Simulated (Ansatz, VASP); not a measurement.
# SiGe in VASP and in Ansatz

```
Si Ge
1.0
     3.90585    0.00000    0.00000
    -1.95292    3.38256    0.00000
     0.00000    0.00000    6.44922
Si Ge
2 2
Direct
  0.33333 0.66667 0.50040
  0.66667 0.33333 0.00040
  0.33333 0.66667 0.87460
  0.66667 0.33333 0.37460
```

Alike in both runs: task single point; functional r2SCAN; k mesh 12 × 12 × 4; occupations gaussian, width 0.02 eV; no spin polarisation.

```csv
,VASP,Ansatz
version,VASP 6.6.1,Ansatz 0.2.0
potentials or method,"VASP PAW PBE potentials, release 64 (Si, Ge_d), cutoff 520 eV","scalar-relativistic, plane waves, PAW"
valence electrons in the cell,36,36
```

Ansatz gave:

| Property | Result |
| --- | --- |
| gap on the k mesh at the Fermi level (eV) | 0.66 |
| least direct gap on the mesh (eV) | 0.77 |
| pressure (GPa) | 0.0 |
| traceless stress, the component that is largest in VASP (GPa) | 0.11 |
| rms of the force components (eV/Å) | 0.006 |

**Question.** Which values does VASP return?

**Answer.** gap on the k mesh at the Fermi level (eV): 0.66; least direct gap on the mesh (eV): 0.77; pressure (GPa): -0.1; traceless stress, the component that is largest in VASP (GPa): 0.11; rms of the force components (eV/Å): 0.008.

VASP's potentials were made for PBE, not for r2SCAN. Atom by atom the forces differ by 0.003 eV/Å (rms over components).
